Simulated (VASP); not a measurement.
# F in VASP: a series of runs

F is run at these levels: PBE; tasks: single point.

Program: VASP 6.6.1. These are calculated values, not measurements. Logs are shortened: lines on timing, memory, paths and dates and some standing lists are left out, and cuts for length are marked.

## 1. The cell of the first run

The structure is monoclinic, space group C2 (No. 5). Conventional cell: a = 5.646 Å, b = 3.291 Å, c = 7.590 Å, α = 90.00°, β = 102.75°, γ = 90.00°. F (site symmetry 1) has 1 F at 1.36 Å within 1.8 Å. Within 1.8 Å of F (site symmetry 1) lie 1 F at 1.36 Å.

## 2. Single point, PBE (strained and its atoms moved)

INCAR

```
SYSTEM = F
PREC = Accurate ; ENCUT = 520
EDIFF = 1E-7 ; ISMEAR = 0
SIGMA = 0.02 ; LREAL = .FALSE.
LASPH = .TRUE. ; NELM = 100
ALGO = Normal ; ISIF = 2
LWAVE = .FALSE. ; LCHARG = .FALSE.
GGA = PE ; NBANDS = 22
```

KPOINTS

```
regular mesh
0
G
  10 10 4
  0 0 0
```

POSCAR

```
F
1.0
    2.8227100000     -1.6455760000     -0.0191400000
    2.8227100000      1.6455760000     -0.0191400000
   -1.6248280712      0.0000000000      7.4143603155
F
4
Direct
    0.9671029177      0.5876699813      0.0940916143
    0.4123300187      0.0328970823      0.4059083857
    0.0253278682      0.4047608046      0.9178603058
    0.5952391954      0.9746721318      0.5821396942
```

Potentials or basis: VASP PAW PBE potentials, release 64 (F).

Started as:

```console
cat potpaw_PBE.64/F/POTCAR > POTCAR
mpirun -np 1 vasp_std > vasp.out
```

OUTCAR:

```text
SYSTEM = F
   PREC = Accurate
   ENCUT = 520
   EDIFF = 1E-7
   ISMEAR = 0
   LREAL = .FALSE.
   LASPH = .TRUE.
   NELM = 100
   ISIF = 2
   GGA = PE

 ion  position               nearest neighbor table
   1  0.967  0.588  0.094-   3 1.36
   2  0.412  0.033  0.406-   4 1.36
   3  0.025  0.405  0.918-   1 1.36
   4  0.595  0.975  0.582-   2 1.36

  LATTYP: Found a base centered monoclinic cell.
 ALAT       =     5.6455497814
 B/A-ratio  =     0.5829639499
 C/A-ratio  =     1.3444766665
 COS(beta)  =    -0.2206845649

  Lattice vectors:

 A1 = (   2.8227100000,  -1.6455760000,  -0.0191400000)
 A2 = (   2.8227100000,   1.6455760000,  -0.0191400000)
 A3 = (  -1.6248280712,   0.0000000000,   7.4143603155)

Analysis of symmetry for initial positions (statically):
=====================================================================
 Subroutine PRICEL returns:
 Original cell was already a primitive cell.

 Routine SETGRP: Setting up the symmetry group for a
 base centered monoclinic supercell.

 Subroutine GETGRP returns: Found  2 space group operations
 (whereof  1 operations were pure point group operations)
 out of a pool of  4 trial point group operations.

The static configuration has the point symmetry C_1 .
 The point group associated with its full space group is C_2 .

Analysis of symmetry for dynamics (positions and initial velocities):
=====================================================================
 Subroutine PRICEL returns:
 Original cell was already a primitive cell.

 Routine SETGRP: Setting up the symmetry group for a
 base centered monoclinic supercell.

 Subroutine GETGRP returns: Found  2 space group operations
 (whereof  1 operations were pure point group operations)
 out of a pool of  4 trial point group operations.

The dynamic configuration has the point symmetry C_1 .
 The point group associated with its full space group is C_2 .

 Subroutine INISYM returns: Found  2 space group operations
 (whereof  1 operations are pure point group operations),
 and found     1 'primitive' translations

----------------------------------------------------------------------------------------

                                     Primitive cell

  volume of cell :      68.7768

[... 87 lines left out ...]
   LNONCOLLINEAR =      F non collinear calculations
   LSORBIT =      F    spin-orbit coupling
   LASPH  =      T    aspherical Exc in radial PAW
   ENCUT  =  520.0 eV  38.22 Ry    6.18 a.u.   6.08  6.08 14.11*2*pi/ulx,y,z
   NELM   =    100;   NELMIN=  2; NELMDL= -5     # of ELM steps
   EDIFF  = 0.1E-06   stopping-criterion for ELM
   LREAL  =      F    real-space projection
   EDIFFG = 0.1E-05   stopping-criterion for IOM
   NSW    =      0    number of steps for IOM
   IBRION =     -1    ionic relax: 0-MD 1-quasi-New 2-CG
   NFREE  =      0    steps in history (QN), initial steepest desc. (CG)
   ISIF   =      2    stress and relaxation
   ISYM   =      2    0-nonsym 1-usesym 2-fastsym
   POTIM  = 0.5000    time-step for ionic-motion
   TEBEG  =    0.0;   TEEND  =   0.0 temperature during run
   PSTRESS=    0.0 pullay stress
   NELECT =      28.0000    total number of electrons
   NUPDOWN=      -1.0000    fix difference up-down
   EMIN   =  10.00;   EMAX   =-10.00  energy-range for DOS
   EFERMI =   0.00;   METHOD = LEGACY
   ISMEAR =     0;   SIGMA  =   0.02  broadening in eV -4-tet -1-fermi 0-gaus
   EFERMI_NEDOS =   21; number of points for ismear=-14 and -15
   IALGO  =     38    algorithm
   IMIX   =      4    mixing-type and parameters
     AMIX     =   0.40;   BMIX     =  1.00
     AMIX_MAG =   1.60;   BMIX_MAG =  1.00
  volume/ion in A,a.u.               =      17.19       116.03
  Fermi-wavevector in a.u.,A,eV,Ry     =   1.213333  2.292868 20.030197  1.472178
  Thomas-Fermi vector in A             =   2.348789
   LORBIT       =      0    0 simple, 1 ext, 2 COOP (PROOUT), +10 PAW based schemes
   GGA     = PE    functional components
   LHFCALC =     F    Hartree Fock is set to
   AEXX    =    0.0000 exact exchange contribution
   IVDW    =     0    specifies the selected vdW correction
   LEPSILON=     F    determine dielectric tensor
   LRPA    =     F    only Hartree local field effects (RPA)
 non-spin polarized calculation
 Gauss-broadening in eV      SIGMA  =   0.02
  energy-cutoff  :      520.00
  volume of cell :       68.78
 maximum number of plane-waves:      1876
   NGX = 13   NGY = 13   NGZ = 29

 number of electron      27.9999990 magnetization

 Free energy of the ion-electron system (eV)
  ---------------------------------------------------
  ext. energy  EPLUGINS =         0.00000000
  ---------------------------------------------------
  free energy    TOTEN  =        -7.15523797 eV

  energy without entropy =       -7.15523797  energy(sigma->0) =       -7.15523797

 E-fermi :  -5.1262     XC(G=0):  -7.2843

 val. band max:       -5.2340068042   @ k =   0.0000   0.0000   0.0000
 cond. band min:      -1.8435949807   @ k =   0.0000   0.0000   0.0000
 fundamental gap:      3.3904118235
 Fermi energy:        -5.1262300936

 k-point     1 :       0.0000    0.0000    0.0000
  band No.  band energies     occupation
      1     -31.0459      2.00000
      2     -30.9981      2.00000
      3     -23.7535      2.00000
      4     -23.5567      2.00000
      5     -12.1733      2.00000
      6     -11.5950      2.00000
[... 589 lines left out ...]
     21      10.9693      0.00000
     22      12.6530      0.00000

 [... further k-points ...]

------------------------ aborting loop because EDIFF is reached ----------------------------------------

  FORCE on cell =-STRESS in cart. coord.  units (eV):
  Direction    XX          YY          ZZ          XY          YZ          ZX
  --------------------------------------------------------------------------------------
  -------------------------------------------------------------------------------------
  Total        0.0071135      0.5736233      6.1487711      0.0000000      0.0000000      0.3178884
  in kB        0.1657106     13.3627336    143.2375383      0.0000000      0.0000000      7.4053103
  external PRESSURE =      52.2553275 kB  Pullay stress =       0.0000000 kB

 VOLUME and BASIS-vectors are now :
 -----------------------------------------------------------------------------
  energy-cutoff  :      520.00
  volume of cell :       68.78
      direct lattice vectors                 reciprocal lattice vectors
     2.822710000 -1.645576000 -0.019140000     0.177398348 -0.303844976  0.038876154
     2.822710000  1.645576000 -0.019140000     0.177398348  0.303844976  0.038876154
    -1.624828071  0.000000000  7.414360315     0.000915899  0.000000000  0.135074118

 POSITION                                       TOTAL-FORCE (eV/Angst)
 -----------------------------------------------------------------------------------
      4.23579     -0.62439      0.66787         0.111874      0.728572      2.405896
      0.59722     -0.62439      3.00103        -0.111874      0.728572     -2.405896
     -0.27735      0.62439      6.79712        -0.112258     -0.728572     -2.425732
      3.48553      0.62439      4.28615         0.112258     -0.728572      2.425732
 -----------------------------------------------------------------------------------
    total drift:                                0.000000      0.000728     -0.000000

  FREE ENERGIE OF THE ION-ELECTRON SYSTEM (eV)
  ---------------------------------------------------
  free  energy   TOTEN  =        -7.1552379717 eV

  energy  without entropy=       -7.1552379717  energy(sigma->0) =       -7.15523797
```

stdout:

```text
POSCAR found type information on POSCAR F
 POSCAR found :  1 types and       4 ions
 scaLAPACK will be used
 LDA part: xc-table for (Slater+PW92), standard interpolation
 POSCAR, INCAR and KPOINTS ok, starting setup
 FFT: planning ... GRIDC
 FFT: planning ... GRID_SOFT
 FFT: planning ... GRID
 WAVECAR not read
 entering main loop
```

It took 50 s on 1 thread of Intel Xeon 6975P-C (Granite Rapids), shared host; peak memory 0.24 GiB.

What came out:

```
Free energy            : -7.1552 eV
Pressure               : 5.2 GPa
Largest force          : 2.535 eV/Å
Band gap on the k mesh : 3.39 eV, direct
```

Forces in eV/Å, atoms in the order of the input:
```
F    0.112  0.729  2.406
F   -0.112  0.729 -2.406
F   -0.112 -0.729 -2.426
F    0.112 -0.729  2.426
```

Levels at points of the mesh, in eV from the valence-band top:
```csv
k point,band 10,band 11,band 12,band 13,band 14,band 15,band 16,band 17,band 18,band 19
"(0.00, 0.00, 0.00)",-3.72,-0.19,-0.13,-0.09,0.00,3.39,4.38,8.68,10.84,11.69
"(0.50, 0.00, 0.00)",-3.90,-0.44,-0.42,-0.15,-0.11,4.01,4.02,13.04,13.24,14.60
"(0.50, 0.50, 0.00)",-3.85,-0.56,-0.38,-0.29,-0.11,3.91,4.14,13.16,13.81,13.83
"(0.00, 0.00, 0.50)",-3.75,-0.17,-0.14,-0.05,-0.05,3.84,3.87,9.42,9.52,13.75
"(0.50, 0.00, 0.50)",-3.85,-0.52,-0.31,-0.22,-0.03,3.85,4.15,13.23,13.53,13.75
"(0.50, 0.50, 0.50)",-3.89,-0.50,-0.45,-0.24,-0.20,4.00,4.07,13.18,13.18,14.74
```

Caveat: the cell differs from its parent crystal (strained and its atoms moved); forces of over 1 eV/Å act on the atoms, so gaps and moduli don't describe the material at rest.

## 3. Single point, PBE (strained)

INCAR

```
SYSTEM = F
  PREC = Accurate
  ENCUT = 520
  EDIFF = 1E-6
  ISMEAR = 0
  SIGMA = 0.02
  LREAL = .False.
  LASPH = .True.
  NELM = 100
  ALGO = Normal
  ISIF = 2
  LWAVE = .False.
  LCHARG = .False.
  GGA = PE
  NBANDS = 22
```

KPOINTS

```
regular mesh
0
Gamma
  10 10 4
  0 0 0
```

POSCAR

```
F
1.0
    2.6521275000     -1.5512596000      0.0729025000
    2.6521275000      1.5512596000      0.0729025000
   -1.2914438163      0.0000000000      7.1835178813
F
4
Direct
    0.9686238670      0.5952538245      0.1069622457
    0.4047461755      0.0313761330      0.3930377543
    0.0313761330      0.4047461755      0.8930377543
    0.5952538245      0.9686238670      0.6069622457
```

Potentials or basis: VASP PAW PBE potentials, release 64 (F).

Started as:

```console
cat potpaw_PBE.64/F/POTCAR > POTCAR
mpirun -np 1 vasp_std > vasp.out
```

It took 46 s on 1 thread of Intel Xeon 6975P-C (Granite Rapids), shared host; peak memory 0.23 GiB.

It converged, with:

```yaml
Free_energy: -6.5939 eV
Pressure: -9.0 GPa
Largest_force: 3.164 eV/Å
Band_gap_on_the_k_mesh: 0.91 eV, direct
```

Forces on the atoms (eV/Å):
```
F   -0.167 -0.784 -3.060
F    0.167 -0.784  3.060
F    0.167  0.784  3.060
F   -0.167  0.784 -3.060
```

Stress tensor (GPa, compression positive):
```
  0.94   0.00  -0.89
  0.00  -0.93   0.00
 -0.89   0.00 -26.93
```

Levels at points of the mesh, in eV from the valence-band top:
```csv
k point,band 11,band 12,band 13,band 14,band 15,band 16,band 17,band 18
"(0.00, 0.00, 0.00)",-0.30,-0.13,-0.01,0.00,0.91,2.00,10.08,12.32
"(0.50, 0.00, 0.00)",-0.77,-0.75,-0.22,-0.16,1.61,1.62,14.99,15.18
"(0.50, 0.50, 0.00)",-0.90,-0.52,-0.47,-0.08,1.33,1.80,15.13,15.63
"(0.00, 0.00, 0.50)",-0.18,-0.18,-0.05,-0.05,1.48,1.48,10.84,10.84
"(0.50, 0.00, 0.50)",-0.83,-0.47,-0.38,0.00,1.42,1.69,15.20,15.45
"(0.50, 0.50, 0.50)",-0.76,-0.76,-0.28,-0.28,1.61,1.61,15.22,15.22
```

Caveat: the cell differs from its parent crystal (strained); forces of over 1 eV/Å act on the atoms, so gaps and moduli don't describe the material at rest. A k mesh can miss the band edges.

## 4. Single point, PBE (strained and its atoms moved)

INCAR

```
SYSTEM = F
PREC = Accurate
ENCUT = 520
EDIFF = 1E-7
ISMEAR = 0
SIGMA = 0.02
LREAL = .FALSE.
LASPH = .TRUE.
NELM = 100
ALGO = Normal
ISIF = 2
LWAVE = .FALSE.
LCHARG = .FALSE.
GGA = PE
NBANDS = 22
```

KPOINTS

```
regular mesh
0
G
  10 10 4
  0 0 0
```

POSCAR

```
F
1.0
    2.6662075000     -1.6357688000      0.0550000000
    2.6662075000      1.6357688000      0.0550000000
   -1.3456292816      0.0000000000      6.9141906010
F
4
Direct
    0.9709468846      0.5936106901      0.0900683795
    0.4316000775      0.0038423477      0.4099316205
    0.0038423477      0.4316000775      0.9099316205
    0.5936106901      0.9709468846      0.5900683795
```

Started as:

```console
cat potpaw_PBE.64/F/POTCAR > POTCAR
mpirun -np 1 vasp_std > vasp.out
```

Run time: 55 s. Hardware: 1 thread of Intel Xeon 6975P-C (Granite Rapids), shared host; peak memory 0.23 GiB.

It converged, with:

```yaml
Free_energy: -6.5096 eV
Pressure: 15.9 GPa
Largest_force: 6.701 eV/Å
Band_gap_on_the_k_mesh: 4.26 eV, direct
```

Forces in eV/Å, atoms in the order of the input:
```
F    0.515  1.657  6.470
F   -0.515  1.665 -6.470
F   -0.515 -1.665 -6.470
F    0.515 -1.657  6.470
```

Stress tensor (GPa, compression positive):
```
 0.86  0.00  3.46
 0.00  3.19  0.00
 3.46  0.00 43.52
```

Levels at points of the mesh, in eV from the valence-band top:
```tsv
k point	band 10	band 11	band 12	band 13	band 14	band 15	band 16	band 17	band 18	band 19
(0.00, 0.00, 0.00)	-4.50	-0.25	-0.16	-0.05	0.00	4.26	5.59	8.68	10.70	12.33
(0.50, 0.00, 0.00)	-4.70	-0.59	-0.54	-0.19	-0.12	5.05	5.14	13.09	13.33	15.14
(0.50, 0.50, 0.00)	-4.73	-0.72	-0.46	-0.40	-0.11	4.97	5.24	13.49	14.00	14.02
(0.00, 0.00, 0.50)	-4.53	-0.18	-0.18	-0.05	-0.05	4.86	4.86	9.59	9.59	14.35
(0.50, 0.00, 0.50)	-4.63	-0.71	-0.37	-0.30	0.00	4.86	5.28	13.38	13.57	14.07
(0.50, 0.50, 0.50)	-4.82	-0.60	-0.60	-0.27	-0.27	5.12	5.12	13.50	13.50	14.95
```

Caveat: the cell differs from its parent crystal (strained and its atoms moved); forces of over 1 eV/Å act on the atoms, so gaps and moduli don't describe the material at rest. A k mesh can miss the band edges.

## 5. Overview

```csv
cell,gap on the mesh (eV),pressure (GPa),largest force (eV/Å)
"a = 3.267, b = 3.267, c = 7.590 Å, angles 101.0, 101.0, 60.5°, 4 atoms",3.39,5.2,2.54
"a = 3.073, b = 3.073, c = 7.299 Å, angles 97.4, 97.4, 60.6°, 4 atoms",0.91,-9.0,3.16
"a = 3.128, b = 3.128, c = 7.044 Å, angles 98.4, 98.4, 63.0°, 4 atoms",4.26,15.9,6.70
```

Alike in all rows: task single point; level PBE; potentials or basis VASP PAW PBE potentials, release 64 (F); no spin polarisation; k mesh 10 × 10 × 4; cutoff (eV) 520; smearing gaussian 0.02 eV.

Caveats: forces of over 1 eV/Å act on the atoms, so gaps and moduli don't describe the material at rest.

Absolute energies hang on the potentials; compare differences alone.
